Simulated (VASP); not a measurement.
Wanted: the native input for a VASP 6.6.1 run.

| Item | Value |
| --- | --- |
| Task | single point |
| Functional | r2SCAN |
| Potentials or basis | VASP PAW PBE potentials, release 64 (Sc_sv) |
| Cutoff | 520 eV |
| k mesh | 12 × 12 × 12 |
| Occupations | fermi-dirac, width 0.1 eV |
| Spin | non-collinear spin, zero start, spin-orbit coupling |
| Starting moments | [[0.0, 0.0, 0.0]] μB |
| Dipole correction | no |
| Further INCAR settings | ALGO = Normal; EDIFF = 1e-06; NBANDS = 22 |

Crystal: Sc.

```
CELL_PARAMETERS angstrom
0.00000 2.32652 2.32652
2.32652 0.00000 2.32652
2.32652 2.32652 0.00000
ATOMIC_POSITIONS crystal
Sc 0.00000 0.00000 0.00000
```

This isn't the form of Sc at room conditions, which is hcp.

These files were run (other wordings do the same):

POSCAR

```
Sc
1.0
    0.0000000000      2.3265189858      2.3265189858
    2.3265189858      0.0000000000      2.3265189858
    2.3265189858      2.3265189858      0.0000000000
Sc
1
Direct
    0.0000000000      0.0000000000      0.0000000000
```

INCAR.step1

```
PREC = Accurate
ENCUT = 520
ISMEAR = -1
SIGMA = 0.1
LREAL = F
LASPH = T
NELM = 150
MAGMOM = 0 0 0
LSORBIT = T
GGA_COMPAT = F
LMAXMIX = 4
NBANDS = 22
GGA = PE
ALGO = Normal
EDIFF = 1E-4
LWAVE = T
LCHARG = F
```

INCAR.step2

```
PREC = Accurate
ENCUT = 520
EDIFF = 1E-6
ISMEAR = -1
SIGMA = 0.1
LREAL = F
LASPH = T
NELM = 150
ALGO = Normal
ISIF = 2
LWAVE = F
LCHARG = F
MAGMOM = 0 0 0
LORBIT = 11
LSORBIT = T
GGA_COMPAT = F
LORBMOM = T
LMAXMIX = 4
METAGGA = R2SCAN
LMIXTAU = T
NBANDS = 22
ISTART = 1
```

KPOINTS

```
Automatic mesh
0
Gamma
  12 12 12
```

Potentials or basis: VASP PAW PBE potentials, release 64 (Sc_sv).

Run with:

```bash
$ cat potpaw_PBE.64/Sc_sv/POTCAR > POTCAR
$ cp INCAR.step1 INCAR
$ mpirun -np 1 vasp_ncl > vasp.out
$ cp INCAR.step2 INCAR
$ mpirun -np 1 vasp_ncl > vasp.out
```

It gave:

The pressure is 0.1 GPa. The net moment is 0.00 μB per cell and the valence electrons inside the program's atomic spheres are Sc 9.32.

Caveat: the PAW data sets were made with another functional, which shifts forces and pressure a little.

Wall time 2.3 min on 1 thread of Intel(R) Xeon(R) 6975P-C (Granite Rapids), on a shared host, peak memory 0.25 GiB.
